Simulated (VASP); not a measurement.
Here is a VASP 6.6.1 calculation.

POSCAR

```
Si
1.0
    0.0000000000      2.7490491737      2.7490491737
    2.7490491737      0.0000000000      2.7490491737
    2.7490491737      2.7490491737      0.0000000000
Si
2
Direct
    0.7500000000      0.7500000000      0.7500000000
    0.5000000000      0.5000000000      0.5000000000
```

File INCAR.step1:

```
ALGO = Normal
EDIFF = 1E-4
ENCUT = 520
GGA = PE
ISMEAR = 0
LASPH = True
LCHARG = False
LREAL = False
LWAVE = True
NBANDS = 11
NELM = 80
PREC = Accurate
SIGMA = 0.02
```

Contents of INCAR.step2:

```
ALGO = Normal
EDIFF = 1E-7
ENCUT = 520
ISIF = 2
ISMEAR = 0
ISTART = 1
LASPH = True
LCHARG = False
LMIXTAU = True
LREAL = False
LWAVE = False
METAGGA = R2SCAN
NBANDS = 11
NELM = 80
PREC = Accurate
SIGMA = 0.02
```

Contents of KPOINTS:

```
k-points
0
Gamma
  10 10 10
```

Potentials or basis: VASP PAW PBE potentials, release 64 (Si).

Run with:

```bash
$ cat potpaw_PBE.64/Si/POTCAR > POTCAR
$ cp INCAR.step1 INCAR
$ mpirun -np 1 vasp_std > vasp.out
$ cp INCAR.step2 INCAR
$ mpirun -np 1 vasp_std > vasp.out
```

Estimate the pressure.

-2.9 GPa.

Estimate the band gap on the k mesh.

0.84 eV, indirect (least direct gap 2.74 eV).

Caveat: the PAW data sets were made with another functional, which shifts forces and pressure a little. A k mesh can miss the band edges.
